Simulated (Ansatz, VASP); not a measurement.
One calculation of AlInSbN2, two programs

```xyz
5
Lattice="2.9260 0.0000 0.0000 0.0000 5.3578 0.0000 0.0000 0.0000 11.0909" Properties=species:S:1:pos:R:3 pbc="T T T"
Al    0.0000    2.6789    4.5649
In    0.0000    0.0000    5.7764
Sb    0.0000    2.6789    7.4408
N     0.0000    0.0000    1.1196
N     0.0000    0.0000   11.1088
```

Alike in both runs: functional PBE; k mesh 12 × 8 × 4; occupations gaussian, width 0.1 eV; no spin polarisation.

Ansatz relaxed the structure, and its values are those at the end. VASP's run is a single point on that final structure, the one shown.

|  | VASP | Ansatz |
| --- | --- | --- |
| version | VASP 6.6.1 | Ansatz 0.2.0 |
| potentials or method | VASP PAW PBE potentials, release 64 (Al, In_d, Sb, N), cutoff 520 eV | scalar-relativistic, plane waves, PAW |
| valence electrons in the cell | 31 | 41 |

VASP gave:

- gap on the k mesh at the Fermi level (eV): none
- pressure (GPa): 0.5
- rms of the force components (eV/Å): 0.644

Q: What did Ansatz give for the same quantities?

A: gap on the k mesh at the Fermi level (eV): none; pressure (GPa): 0.0; rms of the force components (eV/Å): 0.003.

A gap of «none» marks a metal or a gap that the smearing closes. One of these differences is far larger than is usual between the two programs; its cause wasn't traced. VASP's potentials hold 31 valence electrons a cell and Ansatz's 41, so a difference there can come from the potentials and not from the codes. Ansatz's warnings: xc potential rough in thin density.

Neither program's run includes spin-orbit coupling. Noted on VASP's run: the standard files for N, O and F lose accuracy on very short bonds.
